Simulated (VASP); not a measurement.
# CdP2C (P-4m2) in VASP: further runs, part 2 of 2

VASP 6.6.1. The steps go on from the part before.

### Step 3. Single point, r2SCAN

File POSCAR:

```
CdP2C
1.0
    3.3048441637      0.0000000000      0.0000000000
    0.0000000000      3.3048441637      0.0000000000
    0.0000000000      0.0000000000      5.9718372581
Cd P C
1 2 1
Direct
    0.0000000000      0.0000000000      0.0000000000
    0.0000000000      0.5000000000      0.3265445761
    0.5000000000      0.0000000000      0.6734554239
    0.5000000000      0.5000000000      0.5000000000
```

File INCAR.step1:

```
SYSTEM = CdP2C
  PREC = Accurate
  ENCUT = 520
  ISMEAR = -1
  SIGMA = 0.02
  LREAL = .FALSE.
  LASPH = .TRUE.
  NELM = 100
  NBANDS = 21
  GGA = PE
  ALGO = Normal
  EDIFF = 1E-4
  LWAVE = .TRUE.
  LCHARG = .FALSE.
```

File INCAR.step2:

```
SYSTEM = CdP2C
  PREC = Accurate
  ENCUT = 520
  EDIFF = 1E-7
  ISMEAR = -1
  SIGMA = 0.02
  LREAL = .FALSE.
  LASPH = .TRUE.
  NELM = 100
  ALGO = Normal
  ISIF = 2
  LWAVE = .FALSE.
  LCHARG = .FALSE.
  METAGGA = R2SCAN
  LMIXTAU = .TRUE.
  NBANDS = 21
  ISTART = 1
```

File KPOINTS:

```
regular mesh
0
G
  6 6 4
  0 0 0
```

Potentials or basis: VASP PAW PBE potentials, release 64 (Cd, P, C).

Command:

```console
$ cat potpaw_PBE.64/Cd/POTCAR potpaw_PBE.64/P/POTCAR potpaw_PBE.64/C/POTCAR > POTCAR
$ cp INCAR.step1 INCAR
$ mpirun -np 1 vasp_std > vasp.out
$ cp INCAR.step2 INCAR
$ mpirun -np 1 vasp_std > vasp.out
```

OUTCAR:

```text
SYSTEM = CdP2C
   PREC = Accurate
   ENCUT = 520
   EDIFF = 1E-7
   ISMEAR = -1
   LREAL = .FALSE.
   LASPH = .TRUE.
   NELM = 100
   ISIF = 2
   METAGGA = R2SCAN
   ISTART = 1

 ion  position               nearest neighbor table
   1  0.000  0.000  0.000-   2 2.56   3 2.56   2 2.56   3 2.56
   2  0.000  0.500  0.327-   4 1.95   4 1.95   1 2.56   1 2.56
   3  0.500  0.000  0.673-   4 1.95   4 1.95   1 2.56   1 2.56
   4  0.500  0.500  0.500-   2 1.95   3 1.95   3 1.95   2 1.95

  LATTYP: Found a simple tetragonal cell.
 ALAT       =     3.3048441637
 C/A-ratio  =     1.8069951145

  Lattice vectors:

 A1 = (   3.3048441637,   0.0000000000,   0.0000000000)
 A2 = (   0.0000000000,   3.3048441637,   0.0000000000)
 A3 = (   0.0000000000,   0.0000000000,   5.9718372581)

Analysis of symmetry for initial positions (statically):
=====================================================================
 Subroutine PRICEL returns:
 Original cell was already a primitive cell.

 Routine SETGRP: Setting up the symmetry group for a
 simple tetragonal supercell.

 Subroutine GETGRP returns: Found  8 space group operations
 (whereof  8 operations were pure point group operations)
 out of a pool of 16 trial point group operations.

The static configuration has the point symmetry D_2d.

Analysis of symmetry for dynamics (positions and initial velocities):
=====================================================================
 Subroutine PRICEL returns:
 Original cell was already a primitive cell.

 Routine SETGRP: Setting up the symmetry group for a
 simple tetragonal supercell.

 Subroutine GETGRP returns: Found  8 space group operations
 (whereof  8 operations were pure point group operations)
 out of a pool of 16 trial point group operations.

The dynamic configuration has the point symmetry D_2d.
[... 112 lines left out ...]
   TEBEG  =    0.0;   TEEND  =   0.0 temperature during run
   PSTRESS=    0.0 pullay stress
   NELECT =      26.0000    total number of electrons
   NUPDOWN=      -1.0000    fix difference up-down
   EMIN   =  10.00;   EMAX   =-10.00  energy-range for DOS
   EFERMI =   0.00;   METHOD = LEGACY
   ISMEAR =    -1;   SIGMA  =   0.02  broadening in eV -4-tet -1-fermi 0-gaus
   EFERMI_NEDOS =   21; number of points for ismear=-14 and -15
   IALGO  =     38    algorithm
   IMIX   =      4    mixing-type and parameters
     AMIX     =   0.40;   BMIX     =  1.00
     AMIX_MAG =   1.60;   BMIX_MAG =  1.00
  volume/ion in A,a.u.               =      16.31       110.04
  Fermi-wavevector in a.u.,A,eV,Ry     =   1.204840  2.276817 19.750747  1.451639
  Thomas-Fermi vector in A             =   2.340553
   LORBIT       =      0    0 simple, 1 ext, 2 COOP (PROOUT), +10 PAW based schemes
   METAGGA = R2SCAN    functional components
   LHFCALC =     F    Hartree Fock is set to
   AEXX    =    0.0000 exact exchange contribution
   IVDW    =     0    specifies the selected vdW correction
   LEPSILON=     F    determine dielectric tensor
   LRPA    =     F    only Hartree local field effects (RPA)
 non-spin polarized calculation
  energy-cutoff  :      520.00
  volume of cell :       65.22
 maximum number of plane-waves:      1800
 NGX is ok and might be reduce to    28
   NGX = 13   NGY = 13   NGZ = 23

 number of electron      26.0000004 magnetization

 Free energy of the ion-electron system (eV)
  ---------------------------------------------------
  ext. energy  EPLUGINS =         0.00000000
  ---------------------------------------------------
  free energy    TOTEN  =       -45.32403357 eV

  energy without entropy =      -45.32301339  energy(sigma->0) =      -45.32352348

 E-fermi :   6.3256     XC(G=0): -11.1628

 val. band max:        6.3156132672   @ k =   0.0000   0.0000   0.5000
 cond. band min:       6.3534861101   @ k =   0.5000   0.1667   0.5000
 fundamental gap:      0.0378728429
 Fermi energy:         6.3255685512

 k-point     1 :       0.0000    0.0000    0.0000
  band No.  band energies     occupation
      1     -11.4033      2.00000
      2      -6.3386      2.00000
      3      -4.1392      2.00000
      4      -3.9581      2.00000
      5      -3.7741      2.00000
      6      -3.7741      2.00000
[... 565 lines left out ...]
     20      13.6749      0.00000
     21      15.6724      0.00000

 [... further k-points ...]
[... 5 lines left out ...]
  --------------------------------------------------------------------------------------
  -------------------------------------------------------------------------------------
  Total        0.1212452      0.1212452     -0.0390176      0.0000000      0.0000000     -0.0000000
  in kB        2.9782785      2.9782785     -0.9584318      0.0000000      0.0000000     -0.0000000
  external PRESSURE =       1.6660417 kB  Pullay stress =       0.0000000 kB

 VOLUME and BASIS-vectors are now :
 -----------------------------------------------------------------------------
  energy-cutoff  :      520.00
  volume of cell :       65.22
      direct lattice vectors                 reciprocal lattice vectors
     3.304844164  0.000000000  0.000000000     0.302586128  0.000000000  0.000000000
     0.000000000  3.304844164  0.000000000     0.000000000  0.302586128  0.000000000
     0.000000000  0.000000000  5.971837258     0.000000000  0.000000000  0.167452654

 POSITION                                       TOTAL-FORCE (eV/Angst)
 -----------------------------------------------------------------------------------
      0.00000      0.00000      0.00000         0.000000      0.000000      0.000000
      0.00000      1.65242      1.95007        -0.000000      0.000000      0.225677
      1.65242      0.00000      4.02177         0.000000      0.000000     -0.225677
      1.65242      1.65242      2.98592         0.000000     -0.000000      0.000000
 -----------------------------------------------------------------------------------
    total drift:                               -0.000000      0.000000      0.000000

  FREE ENERGIE OF THE ION-ELECTRON SYSTEM (eV)
  ---------------------------------------------------
  free  energy   TOTEN  =       -45.3240335710 eV

  energy  without entropy=      -45.3230133852  energy(sigma->0) =      -45.32352348
```

OSZICAR.step1:

```text
N       E                     dE             d eps       ncg     rms          rms(c)
DAV:   1     0.135581498631E+03    0.13558E+03   -0.12783E+04  1284   0.114E+03
DAV:   2    -0.119039755456E+02   -0.14749E+03   -0.14156E+03  1428   0.262E+02
DAV:   3    -0.192506621843E+02   -0.73467E+01   -0.72085E+01  1630   0.567E+01
DAV:   4    -0.193232673647E+02   -0.72605E-01   -0.72567E-01  1403   0.572E+00
DAV:   5    -0.193241957886E+02   -0.92842E-03   -0.92837E-03  1611   0.643E-01    0.111E+01
DAV:   6    -0.180722442409E+02    0.12520E+01   -0.48912E+00  1821   0.227E+01    0.792E+00
DAV:   7    -0.180778263307E+02   -0.55821E-02   -0.80255E-01  1390   0.520E+00    0.412E+00
DAV:   8    -0.180671819404E+02    0.10644E-01   -0.12046E-01  1476   0.206E+00    0.613E-01
DAV:   9    -0.180621390799E+02    0.50429E-02   -0.22323E-02  1594   0.979E-01    0.219E-01
DAV:  10    -0.180620148074E+02    0.12427E-03   -0.42907E-03  1415   0.319E-01    0.104E-01
DAV:  11    -0.180620229038E+02   -0.80964E-05   -0.32942E-04  1441   0.130E-01
   1 F= -.18062023E+02 E0= -.18061567E+02  d E =-.912569E-03
```

Wall time 88 s (1 thread of Intel Xeon 6975P-C (Granite Rapids), shared host); peak memory 0.22 GiB.

What came out:

```yaml
Free_energy: -45.3240 eV
Pressure: 0.2 GPa
Largest_force: 0.226 eV/Å
Band_gap_on_the_k_mesh: zero (bands 13 and 14 overlap by 0.21 eV)
```

Forces in eV/Å, atoms in the order of the input:
```
Cd   0.000  0.000  0.000
P    0.000  0.000  0.226
P    0.000  0.000 -0.226
C    0.000  0.000  0.000
```

Levels at points of the mesh, in eV from the Fermi level:
```
           k point  band 11  band 12  band 13  band 14  band 15  band 16
(0.00, 0.00, 0.00)    -2.56    -1.58    -0.32     0.65     0.65     2.35
(0.50, 0.00, 0.00)    -5.19    -5.14     0.20     0.33     2.30     2.98
(0.50, 0.50, 0.00)    -4.47    -4.47    -3.30     1.03     1.03     1.12
(0.00, 0.00, 0.50)    -5.72    -0.68    -0.40    -0.01    -0.01     3.68
(0.50, 0.00, 0.50)    -3.50    -3.17    -0.94     0.31     1.07     1.43
(0.50, 0.50, 0.50)    -5.03    -5.03    -3.93     2.21     3.47     3.47
```

Caveat: the PAW data sets were made with another functional, which shifts forces and pressure a little.

### Step 4. Single point, r2SCAN

POSCAR is that of step 3.

File INCAR.step1:

```
PREC     = Accurate       # precision mode
ENCUT    = 520            # plane-wave cutoff, eV
ISMEAR   = -1             # smearing method
SIGMA    = 0.05           # smearing width, eV
LREAL    = False          # projectors in reciprocal space
LASPH    = True           # aspherical terms in the spheres
NELM     = 100            # most SCF steps
NBANDS   = 21             # bands
GGA      = PE             # functional
ALGO     = Normal         # electronic algorithm
EDIFF    = 1E-4           # SCF threshold, eV
LWAVE    = True           # write WAVECAR
LCHARG   = False          # write CHGCAR
```

File INCAR.step2:

```
PREC     = Accurate       # precision mode
ENCUT    = 520            # plane-wave cutoff, eV
EDIFF    = 1E-7           # SCF threshold, eV
ISMEAR   = -1             # smearing method
SIGMA    = 0.05           # smearing width, eV
LREAL    = False          # projectors in reciprocal space
LASPH    = True           # aspherical terms in the spheres
NELM     = 100            # most SCF steps
ALGO     = Normal         # electronic algorithm
ISIF     = 2              # what is computed and relaxed
LWAVE    = False          # write WAVECAR
LCHARG   = False          # write CHGCAR
METAGGA  = R2SCAN         # meta-GGA
LMIXTAU  = True         
NBANDS   = 21             # bands
ISTART   = 1
```

File KPOINTS:

```
Automatic mesh
0
Gamma
  6 6 4
```

Command:

```console
$ cat potpaw_PBE.64/Cd/POTCAR potpaw_PBE.64/P/POTCAR potpaw_PBE.64/C/POTCAR > POTCAR
$ cp INCAR.step1 INCAR
$ mpirun -np 1 vasp_std > vasp.out
$ cp INCAR.step2 INCAR
$ mpirun -np 1 vasp_std > vasp.out
```

Wall time 80 s (1 thread of Intel Xeon 6975P-C (Granite Rapids), shared host); peak memory 0.22 GiB.

Results (log left out):

- Free energy: -45.3267 eV
- Pressure: 0.1 GPa
- Largest force: 0.196 eV/Å
- Band gap on the k mesh: zero (bands 13 and 14 overlap by 0.21 eV)

Forces in eV/Å, atoms in the order of the input:
```
Cd   0.000  0.000  0.000
P    0.000  0.000  0.196
P    0.000  0.000 -0.196
C    0.000  0.000  0.000
```

Stress tensor (GPa, compression positive):
```
0.17 0.00 0.00
0.00 0.17 0.00
0.00 0.00 0.08
```

Levels at points of the mesh, in eV from the Fermi level:
| k point | band 11 | band 12 | band 13 | band 14 | band 15 | band 16 |
| --- | --- | --- | --- | --- | --- | --- |
| (0.00, 0.00, 0.00) | -2.56 | -1.58 | -0.33 | 0.65 | 0.65 | 2.35 |
| (0.50, 0.00, 0.00) | -5.19 | -5.14 | 0.20 | 0.33 | 2.30 | 2.98 |
| (0.50, 0.50, 0.00) | -4.47 | -4.47 | -3.30 | 1.03 | 1.03 | 1.12 |
| (0.00, 0.00, 0.50) | -5.72 | -0.69 | -0.40 | -0.01 | -0.01 | 3.68 |
| (0.50, 0.00, 0.50) | -3.50 | -3.16 | -0.94 | 0.31 | 1.07 | 1.43 |
| (0.50, 0.50, 0.50) | -5.03 | -5.03 | -3.92 | 2.21 | 3.48 | 3.48 |

Caveat: the PAW data sets were made with another functional, which shifts forces and pressure a little.

### Step 5. Single point, PBE-based screened hybrid with 75 % exact exchange

POSCAR is that of step 4.

File INCAR.step1:

```
SYSTEM = CdP2C
  PREC = Accurate
  ENCUT = 520
  EDIFF = 1E-5
  ISMEAR = -1
  SIGMA = 0.02
  LREAL = .FALSE.
  LASPH = .TRUE.
  NELM = 100
  ALGO = Normal
  ISIF = 2
  LWAVE = .TRUE.
  GGA = PE
  NBANDS = 21
```

File INCAR.step2:

```
SYSTEM = CdP2C
  PREC = Accurate
  ENCUT = 520
  EDIFF = 1E-7
  ISMEAR = -1
  SIGMA = 0.02
  LREAL = .FALSE.
  LASPH = .TRUE.
  NELM = 100
  ALGO = Normal
  ISIF = 2
  LWAVE = .FALSE.
  LCHARG = .TRUE.
  GGA = PE
  LHFCALC = .TRUE.
  AEXX = 0.75
  HFSCREEN = 0.3
  PRECFOCK = Normal
  LELF = .TRUE.
  LVHAR = .TRUE.
  ISTART = 1
  NBANDS = 21
```

File KPOINTS:

```
Automatic mesh
0
G
  4 4 2
  0 0 0
```

Potentials or basis: VASP PAW PBE potentials, release 64 (Cd, P, C).

Command:

```console
$ cat potpaw_PBE.64/Cd/POTCAR potpaw_PBE.64/P/POTCAR potpaw_PBE.64/C/POTCAR > POTCAR
$ cp INCAR.step1 INCAR
$ mpirun -np 1 vasp_std > vasp.out
$ cp INCAR.step2 INCAR
$ mpirun -np 1 vasp_std > vasp.out
```

OUTCAR:

```text
SYSTEM = CdP2C
   PREC = Accurate
   ENCUT = 520
   EDIFF = 1E-7
   ISMEAR = -1
   LREAL = .FALSE.
   LASPH = .TRUE.
   NELM = 100
   ISIF = 2
   GGA = PE
   LHFCALC = .TRUE.
   AEXX = 0.75
   HFSCREEN = 0.3
   PRECFOCK = Normal
   ISTART = 1

 ion  position               nearest neighbor table
   1  0.000  0.000  0.000-   2 2.56   3 2.56   2 2.56   3 2.56
   2  0.000  0.500  0.327-   4 1.95   4 1.95   1 2.56   1 2.56
   3  0.500  0.000  0.673-   4 1.95   4 1.95   1 2.56   1 2.56
   4  0.500  0.500  0.500-   2 1.95   3 1.95   3 1.95   2 1.95

  LATTYP: Found a simple tetragonal cell.
 ALAT       =     3.3048441637
 C/A-ratio  =     1.8069951145

  Lattice vectors:

 A1 = (   3.3048441637,   0.0000000000,   0.0000000000)
 A2 = (   0.0000000000,   3.3048441637,   0.0000000000)
 A3 = (   0.0000000000,   0.0000000000,   5.9718372581)

[... 167 lines left out ...]
  ext. energy  EPLUGINS =         0.00000000
  ---------------------------------------------------
  free energy    TOTEN  =       -26.92723336 eV

  energy without entropy =      -26.92720263  energy(sigma->0) =      -26.92721800

 E-fermi :   6.4843     XC(G=0):  -5.5128

 val. band max:        6.3326856928   @ k =   0.0000   0.0000   0.5000
 cond. band min:       6.6484607791   @ k =   0.2500   0.0000   0.5000
 fundamental gap:      0.3157750863
 Fermi energy:         6.4843413937

 k-point     1 :       0.0000    0.0000    0.0000
  band No.  band energies     occupation
      1     -16.1012      2.00000
      2     -10.0512      2.00000
      3      -8.3714      2.00000
      4      -8.3430      2.00000
      5      -8.1185      2.00000
      6      -8.1185      2.00000
[... 277 lines left out ...]
     20      11.7843      0.00000
     21      12.9287      0.00000

------------------------ aborting loop because EDIFF is reached ----------------------------------------

  FORCE on cell =-STRESS in cart. coord.  units (eV):
  Direction    XX          YY          ZZ          XY          YZ          ZX
  --------------------------------------------------------------------------------------
  -------------------------------------------------------------------------------------
  Total       -1.7962516     -1.7962516     -2.7035694      0.0000000      0.0000000      0.0000000
  in kB      -44.1232837    -44.1232837    -66.4107163      0.0000000      0.0000000      0.0000000
  external PRESSURE =     -51.5524279 kB  Pullay stress =       0.0000000 kB

 VOLUME and BASIS-vectors are now :
 -----------------------------------------------------------------------------
  energy-cutoff  :      520.00
  volume of cell :       65.22
      direct lattice vectors                 reciprocal lattice vectors
     3.304844164  0.000000000  0.000000000     0.302586128  0.000000000  0.000000000
     0.000000000  3.304844164  0.000000000     0.000000000  0.302586128  0.000000000
     0.000000000  0.000000000  5.971837258     0.000000000  0.000000000  0.167452654

 POSITION                                       TOTAL-FORCE (eV/Angst)
 -----------------------------------------------------------------------------------
      0.00000      0.00000      0.00000         0.000000     -0.000000      0.000000
      0.00000      1.65242      1.95007        -0.000000      0.000000      1.208678
      1.65242      0.00000      4.02177         0.000000      0.000000     -1.208678
      1.65242      1.65242      2.98592         0.000000      0.000000      0.000000
 -----------------------------------------------------------------------------------
    total drift:                                0.000000     -0.000000     -0.000017

  FREE ENERGIE OF THE ION-ELECTRON SYSTEM (eV)
  ---------------------------------------------------
  free  energy   TOTEN  =       -26.9272333574 eV

  energy  without entropy=      -26.9272026327  energy(sigma->0) =      -26.92721800
```

OUTCAR.step1:

```text
SYSTEM = CdP2C
   PREC = Accurate
   ENCUT = 520
   EDIFF = 1E-5
   ISMEAR = -1
   LREAL = .FALSE.
[... 503 lines left out ...]
      0.00000      1.65242      1.95007        -0.000000      0.000000      0.715390
      1.65242      0.00000      4.02177        -0.000000      0.000000     -0.715390
      1.65242      1.65242      2.98592         0.000000     -0.000000      0.000000
 -----------------------------------------------------------------------------------
    total drift:                               -0.000000      0.000000      0.000000

  FREE ENERGIE OF THE ION-ELECTRON SYSTEM (eV)
  ---------------------------------------------------
  free  energy   TOTEN  =       -18.1835872397 eV

  energy  without entropy=      -18.1832528718  energy(sigma->0) =      -18.18342006
```

OSZICAR.step1:

```text
N       E                     dE             d eps       ncg     rms          rms(c)
DAV:   1     0.137837236158E+03    0.13784E+03   -0.12554E+04   512   0.113E+03
DAV:   2    -0.119080725117E+02   -0.14975E+03   -0.14385E+03   564   0.263E+02
DAV:   3    -0.195109055324E+02   -0.76028E+01   -0.75313E+01   633   0.575E+01
DAV:   4    -0.195895752735E+02   -0.78670E-01   -0.78643E-01   587   0.596E+00
DAV:   5    -0.195905853667E+02   -0.10101E-02   -0.10101E-02   635   0.669E-01    0.112E+01
DAV:   6    -0.181865428432E+02    0.14040E+01   -0.50815E+00   735   0.223E+01    0.793E+00
DAV:   7    -0.182007222946E+02   -0.14179E-01   -0.82377E-01   554   0.521E+00    0.405E+00
DAV:   8    -0.181877530346E+02    0.12969E-01   -0.10686E-01   559   0.188E+00    0.622E-01
DAV:   9    -0.181837203621E+02    0.40327E-02   -0.16617E-02   644   0.794E-01    0.216E-01
DAV:  10    -0.181835818420E+02    0.13852E-03   -0.36669E-03   554   0.294E-01    0.103E-01
DAV:  11    -0.181835877967E+02   -0.59547E-05   -0.32946E-04   628   0.115E-01    0.293E-02
DAV:  12    -0.181835872397E+02    0.55697E-06   -0.25383E-05   503   0.332E-02
   1 F= -.18183587E+02 E0= -.18183420E+02  d E =-.334368E-03
```

Wall time 11 min (1 thread of Intel Xeon 6975P-C (Granite Rapids), shared host); peak memory 0.31 GiB.

Results:

```yaml
Free_energy: -26.9272 eV
Pressure: -5.2 GPa
Largest_force: 1.209 eV/Å
Band_gap_on_the_k_mesh: zero (bands 13 and 14 overlap by 0.33 eV)
```

Forces in eV/Å, atoms in the order of the input:
```
Cd   0.000  0.000  0.000
P    0.000  0.000  1.209
P    0.000  0.000 -1.209
C    0.000  0.000  0.000
```

Caveat: the k points lie up to 0.53 Å⁻¹ apart; the PAW data sets were made with another functional, which shifts forces and pressure a little.

### Step 6. The runs side by side

| level | k mesh | smearing | grid for exact exchange (PRECFOCK) | share of exact exchange | screening parameter | gap on the mesh (eV) | pressure (GPa) | largest force (eV/Å) |
| --- | --- | --- | --- | --- | --- | --- | --- | --- |
| HSE06 | 4 × 4 × 2 | fermi-dirac 0.02 eV | Normal | 0.25 | 0.2079 1/Å | none | -1.1 | 0.87 |
| r2SCAN | 6 × 6 × 4 | fermi-dirac 0.02 eV | - | - | - | none | 0.2 | 0.23 |
| r2SCAN | 6 × 6 × 4 | fermi-dirac 0.05 eV | - | - | - | none | 0.1 | 0.20 |
| PBE-based screened hybrid with 75 % exact exchange | 4 × 4 × 2 | fermi-dirac 0.02 eV | Normal | 0.75 | 0.3 1/Å | none | -5.2 | 1.21 |

Alike in all rows: task single point; potentials or basis VASP PAW PBE potentials, release 64 (Cd, P, C); no spin polarisation; cell as given; cutoff (eV) 520.

Caveats: some runs use coarse meshes; the PAW data sets were made with another functional, which shifts forces and pressure a little.

Total energies depend on the potentials used, so only differences within one code and one set of settings carry meaning.
